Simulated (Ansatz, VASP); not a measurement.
**Li in VASP and in Ansatz**

```
Li
1.0
     1.55050    0.89518    7.36065
    -1.55050    0.89518    7.36065
     0.00000   -1.79036    7.36065
Li
3
Direct
  0.00000 0.00000 0.00000
  0.22200 0.22200 0.22200
  0.77800 0.77800 0.77800
```

Change from the starting cell: zz strain of -3 %.

Alike in both runs: task single point; functional PBEsol; k mesh 12 × 12 × 12; occupations fermi-dirac, width 0.05 eV; no spin polarisation.

|  | VASP | Ansatz |
| --- | --- | --- |
| version | VASP 6.6.1 | Ansatz 0.2.0 |
| potentials or method | VASP PAW PBE potentials, release 64 (Li_sv), cutoff 520 eV | all-electron LAPW, scalar-relativistic |

|  | VASP | Ansatz | Ansatz less VASP |
| --- | --- | --- | --- |
| rms of the force components (eV/Å) | 0.005 | 0.005 | +0.0001 |

VASP's potentials were made for PBE, not for PBEsol. Atom by atom the forces differ by 0.000 eV/Å (rms over components). Ansatz ran all-electron here, and VASP with PAW potentials.

Noted on VASP's run: the cutoff is under 1.25 times that of the potentials, so the pressure is a little rough.
